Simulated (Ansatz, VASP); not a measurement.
**One calculation of Al5InAs6, two programs**

File POSCAR:

```
Al5InAs6
1.0
    7.0865126870     -0.0000000289      0.0000000000
   -3.5432563185      6.1371000257      0.0000000000
    0.0000000000      0.0000000000      6.7247279000
Al In As
5 1 6
Direct
    0.3383250000      0.3383250000      0.0002950000
    0.0000000000      0.6616750000      0.0002950000
    0.6616750000      0.0000000000      0.0002950000
    0.6666666667      0.3333333333      0.5008870000
    0.3333333333      0.6666666667      0.5008870000
    0.0000000000      0.0000000000      0.5018170000
    0.3527930000      0.3527930000      0.3697590000
    0.0000000000      0.6472070000      0.3697590000
    0.6472070000      0.0000000000      0.3697590000
    0.6666666667      0.3333333333      0.8718450000
    0.3333333333      0.6666666667      0.8718450000
    0.0000000000      0.0000000000      0.8985550000
```

The input INCAR.step1:

```
SYSTEM = Al5InAs6
ALGO = Normal
EDIFF = 1E-4
ENCUT = 520
GGA = PE
ISMEAR = 0
LASPH = .TRUE.
LCHARG = .FALSE.
LREAL = .FALSE.
LWAVE = .TRUE.
NBANDS = 41
NELM = 100
PREC = Accurate
SIGMA = 0.02
```

The input INCAR.step2:

```
SYSTEM = Al5InAs6
ALGO = Normal
EDIFF = 1E-7
ENCUT = 520
ISIF = 2
ISMEAR = 0
ISTART = 1
LASPH = .TRUE.
LCHARG = .FALSE.
LMIXTAU = .TRUE.
LREAL = .FALSE.
LWAVE = .FALSE.
METAGGA = R2SCAN
NBANDS = 41
NELM = 100
PREC = Accurate
SIGMA = 0.02
```

The input KPOINTS:

```
k-points
0
G
  6 6 4
  0 0 0
```

Input for Ansatz:

```yaml
crystal:
  lattice:
    - [7.086512687, -2.89e-08, 0.0]
    - [-3.5432563185, 6.1371000257, 0.0]
    - [0.0, 0.0, 6.7247279]
  atoms:
    - { symbol: Al, position: [0.338325, 0.338325, 0.000295] }
    - { symbol: Al, position: [0.0, 0.661675, 0.000295] }
    - { symbol: Al, position: [0.661675, 0.0, 0.000295] }
    - { symbol: Al, position: [0.6666666667, 0.3333333333, 0.500887] }
    - { symbol: Al, position: [0.3333333333, 0.6666666667, 0.500887] }
    - { symbol: In, position: [0.0, 0.0, 0.501817] }
    - { symbol: As, position: [0.352793, 0.352793, 0.369759] }
    - { symbol: As, position: [0.0, 0.647207, 0.369759] }
    - { symbol: As, position: [0.647207, 0.0, 0.369759] }
    - { symbol: As, position: [0.6666666667, 0.3333333333, 0.871845] }
    - { symbol: As, position: [0.3333333333, 0.6666666667, 0.871845] }
    - { symbol: As, position: [0.0, 0.0, 0.898555] }
basis:
  ecutwfc: 500
kpoints:
  mp_grid: { grid: [6, 6, 4] }
  band_path:
    path:
      - [[0.0, 0.0, 0.0], [0.5, 0.0, 0.0], [0.33333333, 0.33333333, 0.0], [0.0, 0.0, 0.0], [0.0, 0.0, 0.5], [0.5, 0.0, 0.5], [0.33333333, 0.33333333, 0.5], [0.0, 0.0, 0.5]]
      - [[0.5, 0.0, 0.5], [0.5, 0.0, 0.0]]
      - [[0.33333333, 0.33333333, 0.5], [0.33333333, 0.33333333, 0.0], [0.33333333, 0.33333333, -0.5]]
    npoints: 10
hamiltonian:
  xc: r2scan
scf:
  occupations: { method: gaussian, width: 0.02 }
  n_extra_bands: 30
output:
  forces: true
  stress: true
  eigenvalues: true
  populations: true
  dos: { projected: true, de: 0.02, nscf_kmesh: { grid: [9, 9, 6] } }
  bader: false
  write_density: true
  write_potential: true
  elf: true
  volumetric_format: npy
```

Alike in both runs: task single point; functional r2SCAN; k mesh 6 × 6 × 4; occupations gaussian, width 0.02 eV; no spin polarisation.

|  | VASP | Ansatz |
| --- | --- | --- |
| version | VASP 6.6.1 | Ansatz 0.2.0 |
| potentials or method | VASP PAW PBE potentials, release 64 (Al, In_d, As), cutoff 520 eV | scalar-relativistic, plane waves, PAW |
| valence electrons in the cell | 58 | 118 |

```tsv
	VASP	Ansatz	Ansatz less VASP
gap on the k mesh at the Fermi level (eV)	1.88	1.88	+0.002
least direct gap on the mesh (eV)	1.88	1.88	+0.002
pressure (GPa)	-2.0	-1.9	+0.05
rms of the force components (eV/Å)	0.014	0.017	+0.0028
```

VASP's potentials were made for PBE, not for r2SCAN. Atom by atom the forces differ by 0.003 eV/Å (rms over components). VASP's potentials hold 58 valence electrons a cell and Ansatz's 118, so a difference there can come from the potentials and not from the codes.
